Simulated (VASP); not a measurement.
Crystal: PtS2.

```
Pt S
1.0
     3.55262    0.00000    0.00000
    -1.77631    3.07666    0.00000
     0.00000    0.00000    5.12283
Pt S
1 2
Cartesian
  0.0000 0.0000 0.0000
  0.0000 2.0511 1.2257
  1.7763 1.0256 3.8972
```

Program: VASP 6.6.1. Alike in all runs: task single point; potentials or basis VASP PAW PBE potentials, release 64 (Pt, S); no spin polarisation; cell as given; k mesh 6 × 6 × 2; cutoff (eV) 520.

**Question.** Order these runs on this cell by their band gap on the k mesh, lowest first.
A. level HSE06; smearing gaussian 0.2 eV; share of exact exchange 0.25; screening parameter 0.2079 1/Å
B. level PBE-based screened hybrid with 75 % exact exchange; smearing gaussian 0.01 eV; share of exact exchange 0.75; screening parameter 0.2078 1/Å
C. level PBE-based screened hybrid with 10 % exact exchange; smearing gaussian 0.01 eV; share of exact exchange 0.1; screening parameter 0.1 1/Å

**Answer.** C (1.16 eV), A (1.42 eV), B (2.97 eV).

Caveats: all runs use coarse meshes; spin-orbit coupling is left out, which moves the levels of the heavy elements.

A k mesh can miss the band edges.
